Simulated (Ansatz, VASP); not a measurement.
Co: VASP beside Ansatz

INCAR

```
SYSTEM = Co
PREC = Accurate ; ENCUT = 600
EDIFF = 1E-7 ; ISMEAR = -1
SIGMA = 0.1 ; LREAL = .False.
LASPH = .True. ; NELM = 60
ALGO = Normal ; ISIF = 3
LWAVE = .False. ; LCHARG = .False.
GGA = RP ; IBRION = 2
NSW = 80 ; EDIFFG = -0.01
```

File KPOINTS:

```
regular mesh
0
Gamma
  14 14 4
  0 0 0
```

The input POSCAR:

```
Co
1.0
    2.5018845205      0.0000000000      0.0000000000
   -1.2509422603      2.1666955521      0.0000000000
    0.0000000000      0.0000000000      8.1711548441
Co
4
Direct
    0.0000000000      0.0000000000      0.0000000000
    0.0000000000      0.0000000000      0.5000000000
    0.3333333333      0.6666666667      0.2500000000
    0.6666666667      0.3333333333      0.7500000000
```

Input for Ansatz:

```yaml
crystal:
  lattice:
    - [2.5018845205, 0.0, 0.0]
    - [-1.2509422603, 2.1666955521, 0.0]
    - [0.0, 0.0, 8.1711548441]
  atoms:
    - { symbol: Co, position: [0.0, 0.0, 0.0] }
    - { symbol: Co, position: [0.0, 0.0, 0.5] }
    - { symbol: Co, position: [0.3333333333, 0.6666666667, 0.25] }
    - { symbol: Co, position: [0.6666666667, 0.3333333333, 0.75] }
hamiltonian:
  xc: rpbe
  pseudopotentials:
    kind: paw
    azcp:
      Co: "pseudopotentials/Co.paw.azcp"
basis:
  ecutwfc: 420
  fft_grid_basis: typed
kpoints:
  mp_grid: { grid: [14, 14, 4], shift: [0, 0, 0] }
magnetization:
  spin_polarized: false
scf:
  occupations: { method: fermi_dirac, width: 0.1 }
relax:
  max_steps: 60
  f_tol: 0.01
  cell: {}
```

Alike in both runs: task relaxation of cell and atoms; functional RPBE; k mesh 14 × 14 × 4; occupations fermi-dirac, width 0.1 eV; no spin polarisation.

```csv
,VASP,Ansatz
version,VASP 6.6.1,Ansatz 0.2.0
potentials or method,"VASP PAW PBE potentials, release 64 (Co), cutoff 600 eV","plane waves (420 eV) with PAW, scalar-relativistic"
valence electrons in the cell,36,68
```

Ansatz gave:

| Quantity | Value |
| --- | --- |
| relaxed volume (Å³/atom) | 10.60 |
| relaxed length of the cell vector where the two differ most in proportion (Å) | 2.469 |

What did VASP give for the same quantities?

Relaxed volume (Å³/atom): 10.58; relaxed length of the cell vector where the two differ most in proportion (Å): 2.466.

VASP's potentials were made for PBE, not for RPBE. VASP's potentials hold 36 valence electrons a cell and Ansatz's 68, so a difference there can come from the potentials and not from the codes.

Noted on VASP's run: too few bands were computed for a metal, which touches its energy and stress.
